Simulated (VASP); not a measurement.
# Al (Fm-3m) in VASP: a series of runs

Runs on Al. Level: PBE. Tasks: single point.

All numbers are computed with VASP 6.6.1; they aren't measurements. Logs are shortened: lines on timing, memory, paths and dates and some standing lists are left out, and cuts for length are marked.

### 1 The cell of the first run

It takes space group Fm-3m (No. 225, cubic). Conventional cell: a = 4.042 Å, b = 4.042 Å, c = 4.042 Å, α = 90.00°, β = 90.00°, γ = 90.00°. Al (site symmetry m-3m) has 12 Al at 2.86 Å within 3.8 Å.

### 2 Single point, PBE

INCAR reads:

```
SYSTEM = Al
PREC = Accurate ; ENCUT = 520
EDIFF = 1E-6 ; ISMEAR = 0
SIGMA = 0.1 ; LREAL = .FALSE.
LASPH = .TRUE. ; NELM = 60
ALGO = Fast ; ISIF = 2
LWAVE = .FALSE. ; LCHARG = .FALSE.
GGA = PE ; NBANDS = 8
```

KPOINTS reads:

```
Automatic mesh
0
G
  18 18 18
  0 0 0
```

POSCAR reads:

```
Al
1.0
    0.0000000000      2.0208104482      2.0208104482
    2.0208104482      0.0000000000      2.0208104482
    2.0208104482      2.0208104482      0.0000000000
Al
1
Direct
    0.0000000000      0.0000000000      0.0000000000
```

Potentials or basis: VASP PAW PBE potentials, release 64 (Al).

Started as:

```sh
$ cat potpaw_PBE.64/Al/POTCAR > POTCAR
$ mpirun -np 1 vasp_std > vasp.out
```

OUTCAR:

```text
SYSTEM = Al
   PREC = Accurate
   ENCUT = 520
   EDIFF = 1E-6
   ISMEAR = 0
   LREAL = .FALSE.
   LASPH = .TRUE.
   NELM = 60
   ISIF = 2
   GGA = PE

 ion  position               nearest neighbor table
   1  0.000  0.000  0.000-

  LATTYP: Found a face centered cubic cell.
 ALAT       =     4.0416208964

  Lattice vectors:

 A1 = (   0.0000000000,   2.0208104482,   2.0208104482)
 A2 = (   2.0208104482,   0.0000000000,   2.0208104482)
 A3 = (   2.0208104482,   2.0208104482,   0.0000000000)

Analysis of symmetry for initial positions (statically):
=====================================================================
 Subroutine PRICEL returns:
 Original cell was already a primitive cell.

 Routine SETGRP: Setting up the symmetry group for a
 face centered cubic supercell.

 Subroutine GETGRP returns: Found 48 space group operations
 (whereof 48 operations were pure point group operations)
 out of a pool of 48 trial point group operations.

The static configuration has the point symmetry O_h .

Analysis of symmetry for dynamics (positions and initial velocities):
=====================================================================
 Subroutine PRICEL returns:
 Original cell was already a primitive cell.

 Routine SETGRP: Setting up the symmetry group for a
 face centered cubic supercell.

 Subroutine GETGRP returns: Found 48 space group operations
 (whereof 48 operations were pure point group operations)
 out of a pool of 48 trial point group operations.

The dynamic configuration has the point symmetry O_h .

 Subroutine INISYM returns: Found 48 space group operations
 (whereof 48 operations are pure point group operations),
 and found     1 'primitive' translations

----------------------------------------------------------------------------------------

                                     Primitive cell

  volume of cell :      16.5047

  direct lattice vectors                    reciprocal lattice vectors
     0.000000000  2.020810448  2.020810448    -0.247425482  0.247425482  0.247425482
     2.020810448  0.000000000  2.020810448     0.247425482 -0.247425482  0.247425482
     2.020810448  2.020810448  0.000000000     0.247425482  0.247425482 -0.247425482

  length of vectors
     2.857857543  2.857857543  2.857857543     0.428553507  0.428553507  0.428553507

  position of ions in fractional coordinates (direct lattice)
     0.000000000  0.000000000  0.000000000

  ion indices of the primitive-cell ions
   primitive index   ion index
                 1           1

----------------------------------------------------------------------------------------

 KPOINTS: Automatic mesh

Automatic generation of k-mesh.
 Grid dimensions read from file:
 generate k-points for:   18   18   18

 Generating k-lattice:

  Cartesian coordinates                     Fractional coordinates (reciprocal lattice)
    -0.013745860  0.013745860  0.013745860     0.055555556  0.000000000  0.000000000
     0.013745860 -0.013745860  0.013745860     0.000000000  0.055555556  0.000000000
     0.013745860  0.013745860 -0.013745860     0.000000000  0.000000000  0.055555556

  Length of vectors
     0.023808528  0.023808528  0.023808528

  Shift w.r.t. Gamma in fractional coordinates (k-lattice)
     0.000000000  0.000000000  0.000000000

 Subroutine IBZKPT returns following result:
 ===========================================

 Found    195 irreducible k-points:

 Following reciprocal coordinates:
            Coordinates               Weight
  0.000000  0.000000  0.000000      1.000000
  0.055556  0.000000  0.000000      8.000000
  0.111111  0.000000  0.000000      8.000000
  0.166667  0.000000  0.000000      8.000000
  0.222222  0.000000  0.000000      8.000000
  0.277778  0.000000  0.000000      8.000000
[... 16 lines left out ...]
 -0.277778  0.055556  0.000000     24.000000
 -0.222222  0.055556  0.000000     24.000000
 [... further k-points ...]
   k-points           NKPTS =    195   k-points in BZ     NKDIM =    195   number of bands    NBANDS=      8
   number of dos      NEDOS =    301   number of ions     NIONS =      1
   total plane-waves  NPLWV =  13824
   dimension x,y,z NGX =    24 NGY =   24 NGZ =   24
   dimension x,y,z NGXF=    48 NGYF=   48 NGZF=   48
   ions per type =               1
   NGX,Y,Z   is equivalent  to a cutoff of  13.96, 13.96, 13.96 a.u.
   NGXF,Y,Z  is equivalent  to a cutoff of  27.92, 27.92, 27.92 a.u.
 SYSTEM =  Al
   PREC   = accura    normal or accurate (medium, high low for compatibility)
   ISTART =      0    job   : 0-new  1-cont  2-samecut
   ICHARG =      2    charge: 1-file 2-atom 10-const
   ISPIN  =      1    spin polarized calculation?
   LNONCOLLINEAR =      F non collinear calculations
   LSORBIT =      F    spin-orbit coupling
   LASPH  =      T    aspherical Exc in radial PAW
   ENCUT  =  520.0 eV  38.22 Ry    6.18 a.u.   5.31  5.31  5.31*2*pi/ulx,y,z
   NELM   =     60;   NELMIN=  2; NELMDL= -5     # of ELM steps
   EDIFF  = 0.1E-05   stopping-criterion for ELM
   LREAL  =      F    real-space projection
   EDIFFG = 0.1E-04   stopping-criterion for IOM
   NSW    =      0    number of steps for IOM
   IBRION =     -1    ionic relax: 0-MD 1-quasi-New 2-CG
   NFREE  =      0    steps in history (QN), initial steepest desc. (CG)
   ISIF   =      2    stress and relaxation
   ISYM   =      2    0-nonsym 1-usesym 2-fastsym
   POTIM  = 0.5000    time-step for ionic-motion
   TEBEG  =    0.0;   TEEND  =   0.0 temperature during run
   PSTRESS=    0.0 pullay stress
   NELECT =       3.0000    total number of electrons
   NUPDOWN=      -1.0000    fix difference up-down
   EMIN   =  10.00;   EMAX   =-10.00  energy-range for DOS
   EFERMI =   0.00;   METHOD = LEGACY
   ISMEAR =     0;   SIGMA  =   0.10  broadening in eV -4-tet -1-fermi 0-gaus
   EFERMI_NEDOS =   21; number of points for ismear=-14 and -15
   IALGO  =     68    algorithm
   IMIX   =      4    mixing-type and parameters
     AMIX     =   0.40;   BMIX     =  1.00
     AMIX_MAG =   1.60;   BMIX_MAG =  1.00
  volume/ion in A,a.u.               =      16.50       111.38
  Fermi-wavevector in a.u.,A,eV,Ry     =   0.927356  1.752448 11.700855  0.859989
  Thomas-Fermi vector in A             =   2.053417
   LORBIT       =      0    0 simple, 1 ext, 2 COOP (PROOUT), +10 PAW based schemes
   GGA     = PE    functional components
   LHFCALC =     F    Hartree Fock is set to
   AEXX    =    0.0000 exact exchange contribution
   IVDW    =     0    specifies the selected vdW correction
   LEPSILON=     F    determine dielectric tensor
   LRPA    =     F    only Hartree local field effects (RPA)
 non-spin polarized calculation
 RMM-DIIS sequential band-by-band and
 Gauss-broadening in eV      SIGMA  =   0.10
  energy-cutoff  :      520.00
  volume of cell :       16.50
 maximum number of plane-waves:       459
 NGX is ok and might be reduce to    24

 number of electron       3.0000000 magnetization

 Free energy of the ion-electron system (eV)
  ---------------------------------------------------
  ext. energy  EPLUGINS =         0.00000000
  ---------------------------------------------------
  free energy    TOTEN  =        -3.74453080 eV

  energy without entropy =       -3.74160829  energy(sigma->0) =       -3.74306954

 E-fermi :   7.9885     XC(G=0): -10.1955

 val. band max:        7.9822578675   @ k =  -0.2778   0.2778   0.0556
 cond. band min:       7.9896019413   @ k =  -0.2778   0.5000   0.2222
 fundamental gap:      0.0073440738
 Fermi energy:         7.9884846730

 k-point     1 :       0.0000    0.0000    0.0000
  band No.  band energies     occupation
      1      -3.1352      2.00000
      2      20.6149      0.00000
      3      20.6149      0.00000
      4      20.6149      0.00000
      5      22.1049      0.00000
      6      22.1049      0.00000
      7      22.1049      0.00000
      8      24.4611      0.00000

 k-point     2 :       0.0556    0.0000    0.0000
  band No.  band energies     occupation
      1      -3.0513      2.00000
      2      19.0970      0.00000
      3      20.3026      0.00000
      4      20.3026      0.00000
      5      22.5479      0.00000
      6      22.5479      0.00000
      7      22.6804      0.00000
      8      25.3439      0.00000

 k-point     3 :       0.1111    0.0000    0.0000
  band No.  band energies     occupation
      1      -2.7999      2.00000
      2      16.8748      0.00000
      3      19.7908      0.00000
      4      19.7908      0.00000
      5      22.7439      0.00000
      6      23.4212      0.00000
      7      23.4212      0.00000
      8      25.9121      0.00000

 k-point     4 :       0.1667    0.0000    0.0000
  band No.  band energies     occupation
      1      -2.3819      2.00000
      2      14.6381      0.00000
      3      19.3452      0.00000
      4      19.3452      0.00000
      5      22.5817      0.00000
      6      24.0249      0.00000
      7      24.0249      0.00000
      8      25.2676      0.00000

 k-point     5 :       0.2222    0.0000    0.0000
  band No.  band energies     occupation
      1      -1.7987      2.00000
      2      12.4774      0.00000
      3      19.0178      0.00000
      4      19.0178      0.00000
      5      22.4114      0.00000
      6      23.2538      0.00000
      7      23.2538      0.00000
      8      26.2044      0.00000
[... 177 lines left out ...]
 k-point    22 :      -0.3333    0.0556    0.0000
  band No.  band energies     occupation
      1       0.2647      2.00000
      2       7.9449      1.46193
      3      17.1009      0.00000
      4      19.9081      0.00000
      5      20.0875      0.00000
      6      21.4588      0.00000
      7      22.9892      0.00000
      8      25.8717      0.00000

 k-point    23 :      -0.2778    0.0556    0.0000
  band No.  band energies     occupation
      1      -0.6946      2.00000
      2       9.8295      0.00000
      3      17.1184      0.00000
      4      19.9886      0.00000
      5      20.8888      0.00000
      6      22.3231      0.00000
      7      22.9415      0.00000
      8      26.6621      0.00000

 k-point    24 :      -0.2222    0.0556    0.0000
  band No.  band energies     occupation
      1      -1.4942      2.00000
      2      11.8375      0.00000
      3      17.2803      0.00000
      4      20.1313      0.00000
      5      21.8766      0.00000
      6      22.9270      0.00000
      7      23.3742      0.00000
      8      25.5762      0.00000

 [... further k-points ...]
[... 5 lines left out ...]
  --------------------------------------------------------------------------------------
  -------------------------------------------------------------------------------------
  Total       -0.0057685     -0.0057685     -0.0057685     -0.0000000     -0.0000000     -0.0000000
  in kB       -0.5599690     -0.5599690     -0.5599690     -0.0000000     -0.0000000     -0.0000000
  external PRESSURE =      -0.5599690 kB  Pullay stress =       0.0000000 kB

 VOLUME and BASIS-vectors are now :
 -----------------------------------------------------------------------------
  energy-cutoff  :      520.00
  volume of cell :       16.50
      direct lattice vectors                 reciprocal lattice vectors
     0.000000000  2.020810448  2.020810448    -0.247425482  0.247425482  0.247425482
     2.020810448  0.000000000  2.020810448     0.247425482 -0.247425482  0.247425482
     2.020810448  2.020810448  0.000000000     0.247425482  0.247425482 -0.247425482

 POSITION                                       TOTAL-FORCE (eV/Angst)
 -----------------------------------------------------------------------------------
      0.00000      0.00000      0.00000         0.000000      0.000000      0.000000
 -----------------------------------------------------------------------------------
    total drift:                                0.000000     -0.000000     -0.000000

  FREE ENERGIE OF THE ION-ELECTRON SYSTEM (eV)
  ---------------------------------------------------
  free  energy   TOTEN  =        -3.7445307974 eV

  energy  without entropy=       -3.7416082855  energy(sigma->0) =       -3.74306954
```

Wall time 16 s (1 thread of Intel Xeon Platinum 8259CL at 2.50GHz (Skylake/Cascade Lake), shared host); peak memory 0.14 GiB.

Results:

| Property | Result |
| --- | --- |
| Free energy | -3.7445 eV |
| Pressure | -0.1 GPa |
| Band gap on the k mesh | zero (an odd number of electrons rules out a gap without spin polarisation) |

### 3 Single point, PBE

This run uses another cell than the first one: it holds 27 atoms, not 1.

INCAR reads:

```
  PREC = Accurate
  ENCUT = 520
  EDIFF = 1E-6
  ISMEAR = 0
  SIGMA = 0.1
  LREAL = Auto
  LASPH = True
  NELM = 100
  ALGO = Fast
  ISIF = 2
  LWAVE = False
  LCHARG = False
  GGA = PE
  NBANDS = 60
```

KPOINTS reads:

```
regular mesh
0
Gamma
  6 6 6
```

POSCAR reads:

```
Al
1.0
   -6.0624313445     -6.0624313445      0.0000000000
    0.0000000000     -6.0624313445      6.0624313445
   -6.0624313445      0.0000000000      6.0624313445
Al
27
Direct
    0.6666666667      0.0000000000      0.0000000000
    0.3333333333      0.0000000000      0.0000000000
    0.0000000000      0.0000000000      0.0000000000
    0.6666666667      0.3333333333      0.0000000000
    0.3333333333      0.3333333333      0.0000000000
    0.0000000000      0.3333333333      0.0000000000
    0.6666666667      0.6666666667      0.0000000000
    0.3333333333      0.6666666667      0.0000000000
    0.0000000000      0.6666666667      0.0000000000
    0.6666666667      0.0000000000      0.3333333333
    0.3333333333      0.0000000000      0.3333333333
    0.0000000000      0.0000000000      0.3333333333
    0.6666666667      0.3333333333      0.3333333333
    0.3333333333      0.3333333333      0.3333333333
    0.0000000000      0.3333333333      0.3333333333
    0.6666666667      0.6666666667      0.3333333333
    0.3333333333      0.6666666667      0.3333333333
    1.0000000000      0.6666666667      0.3333333333
    0.6666666667      0.0000000000      0.6666666667
    0.3333333333      0.0000000000      0.6666666667
    0.0000000000      0.0000000000      0.6666666667
    0.6666666667      0.3333333333      0.6666666667
    0.3333333333      0.3333333333      0.6666666667
    1.0000000000      0.3333333333      0.6666666667
    0.6666666667      0.6666666667      0.6666666667
    0.3333333333      0.6666666667      0.6666666667
    0.0000000000      0.6666666667      0.6666666667
```

Potentials or basis: VASP PAW PBE potentials, release 64 (Al).

Started as:

```sh
$ cat potpaw_PBE.64/Al/POTCAR > POTCAR
$ mpirun -np 1 vasp_std > vasp.out
```

Wall time 10 min (1 thread of Intel Xeon Platinum 8259CL at 2.50GHz (Skylake/Cascade Lake), shared host); peak memory 0.68 GiB.

Results (log left out):

```yaml
Free_energy: -101.1073 eV
Pressure: -0.1 GPa
Band_gap_on_the_k_mesh: zero (an odd number of electrons rules out a gap without spin polarisation)
```

Levels at points of the mesh, in eV from the Fermi level:
```
           k point  band 37  band 38  band 39  band 40  band 41  band 42  band 43  band 44
(0.00, 0.00, 0.00)    -1.07    -1.07    -1.07     0.40     0.40     0.40     0.40     0.40
(0.50, 0.00, 0.00)    -0.69    -0.69    -0.69    -0.69     1.04     1.04     1.04     1.04
(0.50, 0.50, 0.00)    -0.64    -0.64    -0.64    -0.64     0.78     0.78     0.78     0.78
```
